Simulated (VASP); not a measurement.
Ba2Os:

```
Os Ba
1.0
     0.00000    4.15764    0.00000
     4.15764    0.00000    0.00000
     2.07882    2.07882   -7.39656
Os Ba
1 2
Direct
  0.00000 0.00000 0.00000
  0.37000 0.37000 0.26000
  0.63000 0.63000 0.74000
```

```yaml
Program: VASP 6.6.1
Task: relaxation of cell and atoms
Functional: PBEsol
Potentials_or_basis: VASP PAW PBE potentials, release 64 (Os, Ba_sv)
Cutoff: 600 eV
k_mesh: 5 × 5 × 5
Occupations: fermi-dirac, width 0.1 eV
Spin: no spin polarisation
```

At the start: pressure -6.2 GPa; volume 42.62 Å³/atom.

Problem. How do energy, volume and symmetry change on relaxing?

Solution. Over 20 steps the energy falls by 291.4 meV/atom and the volume is 34.10 Å³/atom (-20.0 %); space group I4/mmm (No. 139, to 0.05 Å).

The path:
| step | energy change (eV) | largest force (eV/Å) | pressure (GPa) | volume (Å³) |
| --- | --- | --- | --- | --- |
| 1 | 0.0000 | 1.2011 | -6.23 | 127.86 |
| 2 | -0.8368 | 0.0705 | -0.71 | 99.59 |
| 3 | -0.8402 | 0.1917 | -0.09 | 98.17 |
| 4 | -0.8574 | 0.0699 | -0.03 | 97.53 |
| 5 | -0.8650 | 0.0833 | 0.05 | 96.57 |
| 6 | -0.8651 | 0.0708 | 0.05 | 96.66 |
| 7 | -0.8659 | 0.0603 | 0.07 | 96.80 |
| 8 | -0.8677 | 0.0313 | 0.19 | 97.21 |
| 9 | -0.8699 | 0.0253 | 0.40 | 98.02 |
| 10 | -0.8683 | 0.1355 | 0.85 | 99.61 |
| 11 | -0.8702 | 0.0623 | 0.55 | 98.49 |
| 12 | -0.8705 | 0.0587 | 0.54 | 98.61 |
| 13 | -0.8712 | 0.0476 | 0.48 | 98.96 |
| 14 | -0.8723 | 0.0266 | 0.34 | 99.65 |
| 15 | -0.8736 | 0.0143 | 0.09 | 101.05 |
| 16 | -0.8737 | 0.0276 | 0.03 | 101.48 |
| 17 | -0.8737 | 0.0331 | 0.00 | 101.67 |
| 18 | -0.8738 | 0.0294 | 0.00 | 101.73 |
| 19 | -0.8740 | 0.0203 | 0.00 | 101.92 |
| 20 | -0.8741 | 0.0004 | -0.02 | 102.29 |

Final structure:
```
Os Ba
1.0
     0.00000    3.70485    0.00000
     3.70485    0.00000    0.00000
     1.85242    1.85242   -7.45265
Os Ba
1 2
Direct
  0.00000 0.00000 0.00000
  0.37952 0.37952 0.24095
  0.62048 0.62048 0.75905
```

Caveat: the volume moved by over 15 % at a fixed basis, so the end points are rough; the PAW data sets were made with another functional, which shifts forces and pressure a little.
